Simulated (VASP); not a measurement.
Here is a VASP 6.6.1 calculation.

The input INCAR:

```
SYSTEM = Cs
PREC     = Accurate       ! precision mode
ENCUT    = 520            ! plane-wave cutoff, eV
EDIFF    = 1E-6           ! SCF threshold, eV
ISMEAR   = -1             ! smearing method
SIGMA    = 0.08           ! smearing width, eV
LREAL    = .FALSE.        ! projectors in reciprocal space
LASPH    = .TRUE.         ! aspherical terms in the spheres
NELM     = 60             ! most SCF steps
ALGO     = Normal         ! electronic algorithm
ISIF     = 2              ! what is computed and relaxed
LWAVE    = .FALSE.        ! write WAVECAR
LCHARG   = .FALSE.        ! write CHGCAR
LDIPOL   = .TRUE.       
IDIPOL   = 3            
DIPOL    = 0.5 0.5 0.500
GGA      = PS             ! functional
NBANDS   = 10             ! bands
```

The input KPOINTS:

```
Automatic mesh
0
G
  6 6 1
  0 0 0
```

Contents of POSCAR:

```
Cs
1.0
    6.0449950640      0.0000000000      0.0000000000
    0.0000000000      6.0449950640      0.0000000000
    0.0000000000      0.0000000000      9.0000000000
Cs
1
Direct
    0.0000000000      0.0000000000      0.5000000000
```

Potentials or basis: VASP PAW PBE potentials, release 64 (Cs_sv).

Run with:

```console
$ cat potpaw_PBE.64/Cs_sv/POTCAR > POTCAR
$ mpirun -np 1 vasp_std > vasp.out
```

Task: Estimate the band gap on the k mesh.

Result: Zero (an odd number of electrons rules out a gap without spin polarisation).

Caveat: spin-orbit coupling is left out, which moves the levels of the heavy elements.
